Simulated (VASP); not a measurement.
# Pb: single point with PBE

Pb:

```
CELL_PARAMETERS angstrom
0.00000 2.68306 2.09279
2.68306 0.00000 2.09279
2.68306 2.68306 0.00000
ATOMIC_POSITIONS crystal
Pb 0.00000 0.00000 0.00000
```

This cell differs from its parent crystal: ratio of the length along z to the lengths across it x 0.78, volume and fractional coordinates fixed.

```yaml
Program: VASP 6.6.1
Task: single point
Functional: PBE
Potentials_or_basis: VASP PAW PBE potentials, release 64 (Pb_d)
Cutoff: 520 eV
k_mesh: 18 × 18 × 18
Occupations: gaussian, width 0.15 eV
Spin: no spin polarisation
Dipole_correction: no
Further_INCAR_settings: ALGO = Fast; EDIFF = 1e-06; NBANDS = 13
```

```
Pressure               : 2.6 GPa
Band gap on the k mesh : zero (band 7 reaches 14.77 eV, above the bottom of band 8 at 5.36 eV)
```

Stress tensor (GPa, compression positive):
```
2.21 0.00 0.00
0.00 2.21 0.00
0.00 0.00 3.50
```

Levels at points of the mesh, in eV from the Fermi level:
| k point | band 3 | band 4 | band 5 | band 6 | band 7 | band 8 | band 9 | band 10 | band 11 | band 12 |
| --- | --- | --- | --- | --- | --- | --- | --- | --- | --- | --- |
| (0.00, 0.00, 0.00) | -17.09 | -16.93 | -16.87 | -11.80 | 7.42 | 7.75 | 7.75 | 10.45 | 11.78 | 11.79 |
| (0.50, 0.00, 0.00) | -16.95 | -16.88 | -16.75 | -8.02 | -4.16 | 3.94 | 5.69 | 8.13 | 9.53 | 12.11 |
| (0.50, 0.50, 0.00) | -16.80 | -16.76 | -16.76 | -5.28 | -1.43 | 0.23 | 0.23 | 4.35 | 5.10 | 16.67 |
| (0.50, 0.00, 0.50) | -16.87 | -16.86 | -16.73 | -7.56 | -3.89 | 2.83 | 4.17 | 6.77 | 8.10 | 15.78 |

It took 2.7 min on 1 thread of Intel Xeon 6975P-C (shared host), peak memory 0.29 GiB.

Caveat: spin-orbit coupling is left out, which moves the levels of the heavy elements.
